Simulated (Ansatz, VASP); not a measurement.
**C in VASP and in Ansatz**

INCAR

```
SYSTEM = C
PREC = Accurate ; ENCUT = 520
EDIFF = 1E-6 ; ISMEAR = 0
SIGMA = 0.05 ; LREAL = .FALSE.
LASPH = .TRUE. ; NELM = 80
ALGO = Normal ; ISIF = 2
LWAVE = .FALSE. ; LCHARG = .TRUE.
GGA = PE ; LELF = .TRUE.
LVHAR = .TRUE. ; NBANDS = 11
```

The input KPOINTS:

```
Automatic mesh
0
G
  12 12 12
  0 0 0
```

The input POSCAR:

```
C
1.0
    0.0000000000      1.7567899477      1.7567899477
    1.7567899477      0.0000000000      1.7567899477
    1.7567899477      1.7567899477      0.0000000000
C
2
Direct
    0.5000000000      0.5000000000      0.5000000000
    0.7500000000      0.7500000000      0.7500000000
```

Input for Ansatz:

```yaml
crystal:
  lattice:
    - [0.0, 1.7567899477, 1.7567899477]
    - [1.7567899477, 0.0, 1.7567899477]
    - [1.7567899477, 1.7567899477, 0.0]
  atoms:
    - { symbol: C, position: [0.5, 0.5, 0.5] }
    - { symbol: C, position: [0.75, 0.75, 0.75] }
basis:
  ecutwfc: 520.0
kpoints:
  mp_grid: { grid: [12, 12, 12] }
hamiltonian:
  xc: pbe
  pseudopotentials: { kind: paw, azcp: { folder: soft_1 } }
scf:
  occupations: { method: gaussian, width: 0.05 }
output:
  forces: true
  stress: true
  eigenvalues: true
```

Alike in both runs: task single point; functional PBE; k mesh 12 × 12 × 12; occupations gaussian, width 0.05 eV; no spin polarisation.

|  | VASP | Ansatz |
| --- | --- | --- |
| version | VASP 6.6.1 | Ansatz 0.2.0 |
| potentials or method | VASP PAW PBE potentials, release 64 (C), cutoff 520 eV | scalar-relativistic, plane waves, PAW |
| valence electrons in the cell | 8 | 8 |

|  | VASP | Ansatz | Ansatz less VASP |
| --- | --- | --- | --- |
| gap on the k mesh at the Fermi level (eV) | 4.26 | 4.27 | +0.010 |
| least direct gap on the mesh (eV) | 5.71 | 5.72 | +0.004 |
| pressure (GPa) | 24.1 | 23.3 | -0.82 |
